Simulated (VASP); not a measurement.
Here is a VASP 6.6.1 calculation.

The input INCAR:

```
SYSTEM = AlRu
  ALGO = Normal
  EDIFF = 1E-8
  ENCUT = 520
  GGA = PE
  IBRION = 8
  ISIF = 2
  ISMEAR = -1
  LASPH = .TRUE.
  LCHARG = .TRUE.
  LREAL = .FALSE.
  LWAVE = .FALSE.
  NELM = 80
  NSW = 1
  PREC = Accurate
  SIGMA = 0.15
```

File KPOINTS:

```
k-points
0
G
  20 20 20
  0 0 0
```

The input POSCAR:

```
AlRu
1.0
    3.0060134802      0.0000000000      0.0000000000
    0.0000000000      3.0060134802      0.0000000000
    0.0000000000      0.0000000000      3.0060134802
Al Ru
1 1
Direct
    0.0000000000      0.0000000000      0.0000000000
    0.5000000000      0.5000000000      0.5000000000
```

Potentials or basis: VASP PAW PBE potentials, release 64 (Al, Ru_pv).

Command:

```bash
$ cat potpaw_PBE.64/Al/POTCAR potpaw_PBE.64/Ru_pv/POTCAR > POTCAR
$ mpirun -np 1 vasp_std > vasp.out
```

**Question.** Predict the highest phonon frequency at Γ.

**Answer.** 307 cm⁻¹.

Phonon frequencies in cm⁻¹ (negative: imaginary):
| q point | frequencies |
| --- | --- |
| (0.000, 0.000, 0.000) | 0 0 0 307 307 307 |
